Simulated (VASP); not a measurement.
A run of VASP 6.6.1 is set up as follows.

INCAR

```
SYSTEM = TiSi16
PREC     = Accurate       ! precision mode
ENCUT    = 520            ! plane-wave cutoff, eV
EDIFF    = 1E-6           ! SCF threshold, eV
ISMEAR   = -1             ! smearing method
SIGMA    = 0.05           ! smearing width, eV
LREAL    = Auto         
LASPH    = .TRUE.         ! aspherical terms in the spheres
NELM     = 100            ! most SCF steps
ALGO     = Normal         ! electronic algorithm
ISIF     = 2              ! what is computed and relaxed
LWAVE    = .FALSE.        ! write WAVECAR
LCHARG   = .FALSE.        ! write CHGCAR
GGA      = PS             ! functional
NBANDS   = 52             ! bands
```

KPOINTS

```
regular mesh
0
G
  2 2 2
  0 0 0
```

File POSCAR:

```
TiSi16
1.0
    0.0000000000      5.4300000000      5.4300000000
    5.4300000000      0.0000000000      5.4300000000
    5.4300000000      5.4300000000      0.0000000000
Si Ti
16 1
Direct
   -0.0125994475     -0.0122716390      0.0289217311
    0.1249913444      0.1252513812      0.1251263352
    0.0130196133      0.0122593923      0.4957846225
    0.1133430018      0.1126774401      0.6553549724
    0.0078684162      0.4993470534     -0.0145999079
    0.1249853591      0.6164757827      0.1251967772
    0.0126077348      0.4732725599      0.4960721915
    0.1530347145      0.6131247698      0.6146870166
    0.4990671271      0.0081201657     -0.0144501842
    0.6161816759      0.1253181400      0.1252286372
    0.4739854512      0.0120036832      0.4962117864
    0.6139670350      0.1522016575      0.6147655617
    0.4989415285      0.4992433702     -0.0140965930
    0.6365194291      0.6368220074      0.0819017495
    0.5134870166      0.5127367403      0.4554498158
    0.6139510129      0.6134254144      0.6148977901
    0.8134318600      0.8127071823      0.5553863720
```

Potentials or basis: VASP PAW PBE potentials, release 64 (Si, Ti_sv).

The run is started by

```bash
$ cat potpaw_PBE.64/Si/POTCAR potpaw_PBE.64/Ti_sv/POTCAR > POTCAR
$ mpirun -np 1 vasp_std > vasp.out
```

Problem. What does it give for the band gap on the k mesh?

Solution. Zero (bands 38 and 39 overlap by 0.22 eV).

Problem. Predict the pressure.

Solution. 4.4 GPa.

Problem. Estimate the largest force.

Solution. 0.072 eV/Å.

Forces on the atoms (eV/Å):
```
Si   0.042  0.043 -0.034
Si   0.016  0.018  0.005
Si   0.006  0.006 -0.030
Si   0.046  0.046 -0.032
Si  -0.017  0.005  0.019
Si  -0.001  0.020 -0.019
Si   0.000  0.019 -0.018
Si  -0.010 -0.020  0.012
Si   0.004 -0.016  0.019
Si   0.020  0.001 -0.020
Si   0.021 -0.009 -0.020
Si  -0.010 -0.015  0.017
Si  -0.023 -0.022  0.002
Si  -0.041 -0.038  0.045
Si  -0.040 -0.036  0.043
Si  -0.023 -0.023 -0.017
Ti   0.010  0.020  0.027
```

Caveat: the k points lie up to 0.50 Å⁻¹ apart; the PAW data sets were made with another functional, which shifts forces and pressure a little.
